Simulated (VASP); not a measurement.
Here is a VASP 6.6.1 calculation.

The input INCAR:

```
  ALGO = Normal
  EDIFF = 1E-6
  ENCUT = 520
  GGA = PE
  ISIF = 2
  ISMEAR = 0
  LASPH = True
  LCHARG = True
  LELF = True
  LREAL = False
  LVHAR = True
  LWAVE = False
  NBANDS = 11
  NELM = 60
  PREC = Accurate
  SIGMA = 0.02
```

The input KPOINTS:

```
k-points
0
Gamma
  10 10 10
```

File POSCAR:

```
AlN
1.0
    0.0000000000      2.1939271020      2.1939271020
    2.1939271020      0.0000000000      2.1939271020
    2.1939271020      2.1939271020      0.0000000000
Al N
1 1
Direct
    0.0000000000      0.0000000000      0.0000000000
    0.7500000000      0.7500000000      0.7500000000
```

Potentials or basis: VASP PAW PBE potentials, release 64 (Al, N).

Run with:

```sh
$ cat potpaw_PBE.64/Al/POTCAR potpaw_PBE.64/N/POTCAR > POTCAR
$ mpirun -np 1 vasp_std > vasp.out
```

Task: Estimate the band gap on the k mesh.

Result: 3.31 eV (least direct gap 4.08 eV).

Task: Estimate the pressure.

Result: 1.8 GPa.

A k mesh can miss the band edges.
